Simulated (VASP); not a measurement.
Here is a VASP 6.6.1 calculation.

INCAR

```
SYSTEM = MgRh16
ALGO = Normal
EDIFF = 1E-7
ENCUT = 520
GGA = PE
ISIF = 2
ISMEAR = -1
IVDW = 12
LASPH = .TRUE.
LCHARG = .TRUE.
LELF = .TRUE.
LREAL = Auto
LUSENCCL = .FALSE.
LVHAR = .TRUE.
LWAVE = .FALSE.
NBANDS = 135
NELM = 100
PREC = Accurate
SIGMA = 0.05
```

File KPOINTS:

```
k-points
0
G
  2 3 1
  0 0 0
```

POSCAR

```
MgRh16
1.0
    7.6000000000      0.0000000000      0.0000000000
    0.0000000000      5.3740120000      0.0000000000
    0.0000000000      0.0000000000     17.0305090000
Rh Mg
16 1
Direct
    0.2500000000      0.2500000000      0.0587182098
    0.7500000000      0.2500000000      0.0587182098
    0.2500000000      0.7500000000      0.0587182098
    0.7500000000      0.7500000000      0.0587182098
   -0.0012839474     -0.0026652341      0.1280095621
    0.5012832895     -0.0026626290      0.1279881887
   -0.0015651316      0.4995688510      0.1292148109
    0.5015678947      0.4995666180      0.1292381220
    0.2499977632      0.2488239699      0.2141072237
    0.7500043421      0.2476896218      0.2109241127
    0.2500001316      0.7396282331      0.2102461529
    0.7500078947      0.7466799479      0.2181581302
    0.0107651316     -0.0096721034      0.2840509347
    0.4892400000     -0.0096713591      0.2840387801
    0.0016438158      0.4945751889      0.2864537989
    0.4983680263      0.4945710951      0.2864607863
    0.7500031579      1.1669825077      0.3660227067
```

Potentials or basis: VASP PAW PBE potentials, release 64 (Rh_pv, Mg).

Command:

```sh
$ cat potpaw_PBE.64/Rh_pv/POTCAR potpaw_PBE.64/Mg/POTCAR > POTCAR
$ mpirun -np 1 vasp_std > vasp.out
```

**Question.** What does it give for the largest force?

**Answer.** 0.334 eV/Å.

**Question.** Predict the dispersion energy per atom.

**Answer.** -0.386 eV.

Forces in eV/Å, atoms in the order of the input:
```
Rh   0.000 -0.081  0.188
Rh   0.000 -0.032 -0.246
Rh   0.000 -0.024 -0.258
Rh   0.000 -0.063  0.328
Rh   0.005 -0.002  0.017
Rh  -0.005 -0.002  0.017
Rh   0.007  0.000 -0.004
Rh  -0.006  0.000 -0.004
Rh   0.000 -0.013  0.017
Rh   0.000 -0.007 -0.032
Rh   0.000  0.007  0.007
Rh   0.000 -0.002 -0.009
Rh  -0.031 -0.010  0.007
Rh   0.031 -0.010  0.007
Rh  -0.009 -0.005 -0.004
Rh   0.009 -0.005 -0.003
Mg   0.000  0.248 -0.029
```

Caveat: the k points lie up to 0.41 Å⁻¹ apart; there is no dipole correction, which matters where the two faces differ.
